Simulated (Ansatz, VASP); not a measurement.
**One calculation of Al2Au, two programs**

The input INCAR:

```
PREC     = Accurate       # precision mode
ENCUT    = 400            # plane-wave cutoff, eV
EDIFF    = 1E-8           # SCF threshold, eV
ISMEAR   = -1             # smearing method
SIGMA    = 0.05           # smearing width, eV
LREAL    = False          # projectors in reciprocal space
LASPH    = True           # aspherical terms in the spheres
NELM     = 120            # most SCF steps
ALGO     = Normal         # electronic algorithm
ISIF     = 2              # what is computed and relaxed
LWAVE    = False          # write WAVECAR
LCHARG   = False          # write CHGCAR
GGA      = PE             # functional
LEFG     = True         
NBANDS   = 16             # bands
GGA_COMPAT= False
```

KPOINTS

```
regular mesh
0
Gamma
  10 10 10
```

The input POSCAR:

```
Al2Au
1.0
    0.0000000000      3.0000000000      3.0000000000
    3.0000000000      0.0000000000      3.0000000000
    3.0000000000      3.0000000000      0.0000000000
Al Au
2 1
Direct
    0.2500000000      0.2500000000      0.2500000000
    0.7500000000      0.7500000000      0.7500000000
    0.0000000000      0.0000000000      0.0000000000
```

Input for Ansatz:

```yaml
crystal:
  lattice:
    - [0.0, 3.0, 3.0]
    - [3.0, 0.0, 3.0]
    - [3.0, 3.0, 0.0]
  atoms:
    - { symbol: Al, position: [0.25, 0.25, 0.25] }
    - { symbol: Al, position: [0.75, 0.75, 0.75] }
    - { symbol: Au, position: [0.0, 0.0, 0.0] }
kpoints:
  mp_grid: { grid: [10, 10, 10] }
scf:
  occupations: { method: fermi_dirac, width: 0.05 }
  convergence: { dr2_threshold: 1.0e-06 }
hamiltonian:
  xc: pbe
  pseudopotentials: { kind: paw, source: ansatz }
output:
  forces: true
  stress: true
  populations: true
  efg:
    quadrupole_moments_barn: { Al: 0.1466, Au: 0.547 }
    contact_densities: true
  write_density: true
  write_potential: true
  elf: true
  volumetric_format: npy
basis:
  ecutrho_ratio: 8
```

Alike in both runs: task electric field gradients; functional PBE; k mesh 10 × 10 × 10; occupations fermi-dirac, width 0.05 eV; no spin polarisation.

|  | VASP | Ansatz |
| --- | --- | --- |
| version | VASP 6.6.1 | Ansatz 0.2.0 |
| potentials or method | VASP PAW PBE potentials, release 64 (Al, Au) | plane-wave PAW, scalar-relativistic |
| plane-wave cutoff (eV) | 400 | 900 |
| valence electrons in the cell | 17 | 41 |

Ansatz gave:

| Quantity | Value |
| --- | --- |
| pressure (GPa) | 3.5 |

Problem. Which values does VASP return?

Solution. Pressure (GPa): 3.2.

The functional is the same, so the differences come from potentials, cutoffs and numerics. VASP's potentials hold 17 valence electrons a cell and Ansatz's 41, so a difference there can come from the potentials and not from the codes. Ansatz's warnings: force scf threshold loose, stress scf threshold loose.

Spin-orbit coupling is off throughout.
